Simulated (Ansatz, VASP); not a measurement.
## YSi2Ir2: VASP beside Ansatz

```xyz
10
Lattice="4.1256 0.0000 0.0000 0.0000 4.1256 0.0000 0.0000 0.0000 9.8479" Properties=species:S:1:pos:R:3 pbc="T T T"
Y     2.0628    0.0000    2.4817
Y     0.0000    2.0628    7.3662
Si    0.0000    0.0000    4.9240
Si    2.0628    2.0628    4.9240
Si    2.0628    0.0000    8.5381
Si    0.0000    2.0628    1.3098
Ir    0.0000    0.0000    0.0000
Ir    2.0628    2.0628    0.0000
Ir    2.0628    0.0000    6.1648
Ir    0.0000    2.0628    3.6831
```

Alike in both runs: task single point; functional LDA; k mesh 7 × 7 × 3; no spin polarisation.

|  | VASP | Ansatz |
| --- | --- | --- |
| version | VASP 6.6.1 | Ansatz 0.2.0 |
| potentials or method | VASP PAW LDA potentials, release 64 (Y_sv, Si, Ir), cutoff 520 eV | plane waves, PAW |
| occupations | methfessel-paxton of order 1, width 0.1 eV | cold, width 0.1 eV |
| valence electrons in the cell | 74 | 106 |

```csv
,VASP,Ansatz,Ansatz less VASP
pressure (GPa),-7.3,-8.1,-0.77
"traceless stress, the component that is largest in VASP (GPa)",-0.78,-0.78,0.000
```

LDA's correlation is that of Perdew and Zunger in VASP and of Perdew and Wang (1992) in Ansatz. VASP's potentials hold 74 valence electrons a cell and Ansatz's 106, so a difference there can come from the potentials and not from the codes.

Neither program's run includes spin-orbit coupling.
